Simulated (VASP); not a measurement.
Wanted: the native input for a VASP 6.6.1 run.

```yaml
Task: single point
Functional: PBE
Potentials_or_basis: VASP PAW PBE potentials, release 64 (C)
Cutoff: 520 eV
k_mesh: 8 × 8 × 6
Occupations: gaussian, width 0.2 eV
Spin: no spin polarisation
Dipole_correction: no
Further_INCAR_settings: ALGO = Normal; EDIFF = 1e-06; NBANDS = 21
```

The structure of C lies in POSCAR:

```
C
1.0
    0.0000000000      0.0000000000     -2.4702005784
   -1.2372448369     -3.0325381923      0.0000000000
   -3.7117345107      3.0325381923      0.0000000000
C
6
Direct
    0.5000000000      0.0223072002      0.6592309333
    0.5000000000      0.5223072002      0.1592309333
    0.5000000000      0.4776927998      0.8407690667
    0.5000000000      0.9776927998      0.3407690667
    0.0000000000      0.7500000000      0.7500000000
    0.0000000000      0.2500000000      0.2500000000
```

One way to write it, as run:

INCAR

```
SYSTEM = C
PREC = Accurate ; ENCUT = 520
EDIFF = 1E-6 ; ISMEAR = 0
SIGMA = 0.2 ; LREAL = .FALSE.
LASPH = .TRUE. ; NELM = 80
ALGO = Normal ; ISIF = 2
LWAVE = .FALSE. ; LCHARG = .FALSE.
GGA = PE ; NBANDS = 21
```

KPOINTS

```
Automatic mesh
0
G
  8 8 6
  0 0 0
```

Potentials or basis: VASP PAW PBE potentials, release 64 (C).

Launch:

```bash
$ cat potpaw_PBE.64/C/POTCAR > POTCAR
$ mpirun -np 1 vasp_std > vasp.out
```

Results of the run:

- Pressure: 0.5 GPa
- Largest force: 0.033 eV/Å
- Band gap on the k mesh: zero (band 12 reaches 10.72 eV, above the bottom of band 13 at 7.75 eV)

Wall time 53 s on 1 thread of Intel(R) Xeon(R) Platinum 8488C (Sapphire Rapids) (shared host), peak memory 0.18 GiB.
